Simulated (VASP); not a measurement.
# Cl (Cmce) in VASP: a series of runs

Runs on Cl. Level: PBE. Tasks: single point.

Everything below comes from runs of VASP 6.6.1. Logs are shortened: lines on timing, memory, paths and dates and some standing lists are left out, and cuts for length are marked.

## 1. The cell of the first run

Symmetry: Cmce, No. 64, orthorhombic system. Conventional cell: a = 7.831 Å, b = 4.300 Å, c = 8.310 Å, α = 90.00°, β = 90.00°, γ = 90.00°. Within 2.7 Å of Cl (site symmetry m) lie 1 Cl at 2.03 Å.

## 2. Single point, PBE

File INCAR:

```
SYSTEM = Cl
PREC = Accurate
ENCUT = 520
EDIFF = 1E-7
ISMEAR = -1
SIGMA = 0.05
LREAL = .False.
LASPH = .True.
NELM = 100
ALGO = Normal
ISIF = 2
LWAVE = .False.
LCHARG = .False.
GGA = PE
NBANDS = 22
```

File KPOINTS:

```
Automatic mesh
0
Gamma
  7 7 4
  0 0 0
```

File POSCAR:

```
Cl
1.0
    3.9156550450     -2.1501489264      0.0000000000
    3.9156550450      2.1501489264      0.0000000000
    0.0000000000      0.0000000000      8.3102453519
Cl
4
Direct
    0.3855952180      0.6144047820      0.3932681760
    0.1144047820      0.8855952180      0.8932681760
    0.6144047820      0.3855952180      0.6067318240
    0.8855952180      0.1144047820      0.1067318240
```

Potentials or basis: VASP PAW PBE potentials, release 64 (Cl).

On the command line:

```
> cat potpaw_PBE.64/Cl/POTCAR > POTCAR
> mpirun -np 1 vasp_std > vasp.out
```

OUTCAR:

```text
SYSTEM = Cl
   PREC = Accurate
   ENCUT = 520
   EDIFF = 1E-7
   ISMEAR = -1
   LREAL = .False.
   LASPH = .True.
   NELM = 100
   ISIF = 2
   GGA = PE

 ion  position               nearest neighbor table
   1  0.386  0.614  0.393-   3 2.03
   2  0.114  0.886  0.893-   4 2.03
   3  0.614  0.386  0.607-   1 2.03
   4  0.886  0.114  0.107-   2 2.03

  LATTYP: Found a base centered orthorhombic cell.
 ALAT       =     4.3002978528
 B/A-ratio  =     1.8211087599
 C/A-ratio  =     1.9324813388

  Lattice vectors:

 A1 = (  -3.9156550450,  -2.1501489264,   0.0000000000)
 A2 = (   3.9156550450,  -2.1501489264,   0.0000000000)
 A3 = (   0.0000000000,   0.0000000000,   8.3102453519)

Analysis of symmetry for initial positions (statically):
=====================================================================
 Subroutine PRICEL returns:
 Original cell was already a primitive cell.

 Routine SETGRP: Setting up the symmetry group for a
 base centered orthorhombic supercell.

 Subroutine GETGRP returns: Found  8 space group operations
 (whereof  4 operations were pure point group operations)
 out of a pool of  8 trial point group operations.

The static configuration has the point symmetry C_2h.
 The point group associated with its full space group is D_2h.

Analysis of symmetry for dynamics (positions and initial velocities):
=====================================================================
 Subroutine PRICEL returns:
 Original cell was already a primitive cell.

 Routine SETGRP: Setting up the symmetry group for a
 base centered orthorhombic supercell.

 Subroutine GETGRP returns: Found  8 space group operations
 (whereof  4 operations were pure point group operations)
 out of a pool of  8 trial point group operations.

The dynamic configuration has the point symmetry C_2h.
 The point group associated with its full space group is D_2h.

 Subroutine INISYM returns: Found  8 space group operations
 (whereof  4 operations are pure point group operations),
 and found     1 'primitive' translations

----------------------------------------------------------------------------------------

                                     Primitive cell

  volume of cell :     139.9319

  direct lattice vectors                    reciprocal lattice vectors
[... 88 lines left out ...]
   LASPH  =      T    aspherical Exc in radial PAW
   ENCUT  =  520.0 eV  38.22 Ry    6.18 a.u.   8.31  8.31 15.45*2*pi/ulx,y,z
   NELM   =    100;   NELMIN=  2; NELMDL= -5     # of ELM steps
   EDIFF  = 0.1E-06   stopping-criterion for ELM
   LREAL  =      F    real-space projection
   EDIFFG = 0.1E-05   stopping-criterion for IOM
   NSW    =      0    number of steps for IOM
   IBRION =     -1    ionic relax: 0-MD 1-quasi-New 2-CG
   NFREE  =      0    steps in history (QN), initial steepest desc. (CG)
   ISIF   =      2    stress and relaxation
   ISYM   =      2    0-nonsym 1-usesym 2-fastsym
   POTIM  = 0.5000    time-step for ionic-motion
   TEBEG  =    0.0;   TEEND  =   0.0 temperature during run
   PSTRESS=    0.0 pullay stress
   NELECT =      28.0000    total number of electrons
   NUPDOWN=      -1.0000    fix difference up-down
   EMIN   =  10.00;   EMAX   =-10.00  energy-range for DOS
   EFERMI =   0.00;   METHOD = LEGACY
   ISMEAR =    -1;   SIGMA  =   0.05  broadening in eV -4-tet -1-fermi 0-gaus
   EFERMI_NEDOS =   21; number of points for ismear=-14 and -15
   IALGO  =     38    algorithm
   IMIX   =      4    mixing-type and parameters
     AMIX     =   0.40;   BMIX     =  1.00
     AMIX_MAG =   1.60;   BMIX_MAG =  1.00
  volume/ion in A,a.u.               =      34.98       236.08
  Fermi-wavevector in a.u.,A,eV,Ry     =   0.957536  1.809481 12.474852  0.916876
  Thomas-Fermi vector in A             =   2.086563
   LORBIT       =      0    0 simple, 1 ext, 2 COOP (PROOUT), +10 PAW based schemes
   GGA     = PE    functional components
   LHFCALC =     F    Hartree Fock is set to
   AEXX    =    0.0000 exact exchange contribution
   IVDW    =     0    specifies the selected vdW correction
   LEPSILON=     F    determine dielectric tensor
   LRPA    =     F    only Hartree local field effects (RPA)
 non-spin polarized calculation
  energy-cutoff  :      520.00
  volume of cell :      139.93
 maximum number of plane-waves:      3786
 NGX is ok and might be reduce to    36
   NGX = 17   NGY = 17   NGZ = 31

 number of electron      27.9999997 magnetization

 Free energy of the ion-electron system (eV)
  ---------------------------------------------------
  ext. energy  EPLUGINS =         0.00000000
  ---------------------------------------------------
  free energy    TOTEN  =        -7.39465763 eV

  energy without entropy =       -7.39465763  energy(sigma->0) =       -7.39465763

 E-fermi :  -0.6473     XC(G=0):  -6.8770

 val. band max:       -1.7553501710   @ k =   0.0000   0.0000   0.0000
 cond. band min:       0.5834950823   @ k =   0.0000   0.0000   0.0000
 fundamental gap:      2.3388452534
 Fermi energy:        -0.6472659183

 k-point     1 :       0.0000    0.0000    0.0000
  band No.  band energies     occupation
      1     -18.2041      2.00000
      2     -17.9697      2.00000
      3     -14.4448      2.00000
      4     -13.8060      2.00000
      5      -7.1055      2.00000
      6      -6.1165      2.00000
[... 589 lines left out ...]
     21       8.5905      0.00000
     22       8.8579      0.00000

 [... further k-points ...]

------------------------ aborting loop because EDIFF is reached ----------------------------------------

  FORCE on cell =-STRESS in cart. coord.  units (eV):
  Direction    XX          YY          ZZ          XY          YZ          ZX
  --------------------------------------------------------------------------------------
  -------------------------------------------------------------------------------------
  Total       -0.0193848     -0.2082306     -0.6363297      0.0000000      0.0000000      0.0000000
  in kB       -0.2219501     -2.3841764     -7.2857788      0.0000000      0.0000000      0.0000000
  external PRESSURE =      -3.2973018 kB  Pullay stress =       0.0000000 kB

 VOLUME and BASIS-vectors are now :
 -----------------------------------------------------------------------------
  energy-cutoff  :      520.00
  volume of cell :      139.93
      direct lattice vectors                 reciprocal lattice vectors
     3.915655045 -2.150148926  0.000000000     0.127692556 -0.232542032  0.000000000
     3.915655045  2.150148926  0.000000000     0.127692556  0.232542032  0.000000000
     0.000000000  0.000000000  8.310245352     0.000000000  0.000000000  0.120333391

 POSITION                                       TOTAL-FORCE (eV/Angst)
 -----------------------------------------------------------------------------------
      3.91566      0.49197      3.26816         0.000000     -0.100111      0.186075
      3.91566      1.65817      7.42328         0.000000      0.100111      0.186075
      3.91566     -0.49197      5.04209         0.000000      0.100111     -0.186075
      3.91566     -1.65817      0.88697         0.000000     -0.100111     -0.186075
 -----------------------------------------------------------------------------------
    total drift:                                0.000000     -0.000000     -0.000000

  FREE ENERGIE OF THE ION-ELECTRON SYSTEM (eV)
  ---------------------------------------------------
  free  energy   TOTEN  =        -7.3946576342 eV

  energy  without entropy=       -7.3946576341  energy(sigma->0) =       -7.39465763
```

Run time: 1.8 min. Hardware: 1 thread of Intel Xeon Platinum 8259CL at 2.50GHz (Skylake/Cascade Lake), shared host; peak memory 0.3 GiB.

What came out:

```
Free energy            : -7.3947 eV
Pressure               : -0.3 GPa
Largest force          : 0.211 eV/Å
Band gap on the k mesh : 2.34 eV, direct
```

Forces on the atoms (eV/Å):
```
Cl   0.000 -0.100  0.186
Cl   0.000  0.100  0.186
Cl   0.000  0.100 -0.186
Cl   0.000 -0.100 -0.186
```

Stress tensor (GPa, compression positive):
```
-0.02  0.00  0.00
 0.00 -0.24  0.00
 0.00  0.00 -0.73
```

A k mesh can miss the band edges.

## 3. Single point, PBE

File INCAR:

```
SYSTEM = Cl
PREC = Accurate
ENCUT = 520
EDIFF = 1E-7
ISMEAR = -1
SIGMA = 0.05
LREAL = .FALSE.
LASPH = .TRUE.
NELM = 100
ALGO = Normal
ISIF = 2
LWAVE = .FALSE.
LCHARG = .FALSE.
GGA = PE
NBANDS = 22
```

File KPOINTS:

```
Automatic mesh
0
G
  7 7 4
  0 0 0
```

File POSCAR:

```
Cl
1.0
    3.9098726149     -2.1510530827      0.0000000000
    3.9098726149      2.1510530827      0.0000000000
    0.0000000000      0.0000000000      8.3236598188
Cl
4
Direct
    0.3861613781      0.6138386219      0.3935207679
    0.1138386219      0.8861613781      0.8935207679
    0.6138386219      0.3861613781      0.6064792321
    0.8861613781      0.1138386219      0.1064792321
```

Potentials or basis: VASP PAW PBE potentials, release 64 (Cl).

On the command line:

```
> cat potpaw_PBE.64/Cl/POTCAR > POTCAR
> mpirun -np 1 vasp_std > vasp.out
```

Run time: 1.8 min. Hardware: 1 thread of Intel Xeon Platinum 8259CL at 2.50GHz (Skylake/Cascade Lake), shared host; peak memory 0.31 GiB.

It converged, with:

- Free energy: -7.3960 eV
- Pressure: -0.3 GPa
- Largest force: 0.167 eV/Å
- Band gap on the k mesh: 2.35 eV, direct

Forces on the atoms (eV/Å):
```
Cl   0.000 -0.079  0.148
Cl   0.000  0.079  0.148
Cl   0.000  0.079 -0.148
Cl   0.000 -0.079 -0.148
```

Stress tensor (GPa, compression positive):
```
-0.02  0.00  0.00
 0.00 -0.19  0.00
 0.00  0.00 -0.58
```

Levels at points of the mesh, in eV from the valence-band top:
| k point | band 11 | band 12 | band 13 | band 14 | band 15 | band 16 | band 17 | band 18 |
| --- | --- | --- | --- | --- | --- | --- | --- | --- |
| (0.00, 0.00, 0.00) | -0.80 | -0.34 | -0.21 | 0.00 | 2.35 | 3.09 | 6.21 | 7.06 |
| (0.00, 0.00, 0.50) | -0.60 | -0.60 | -0.16 | -0.16 | 2.66 | 2.66 | 6.76 | 6.76 |

A k mesh can miss the band edges. As with any semilocal functional, this PBE gap is likely too small.
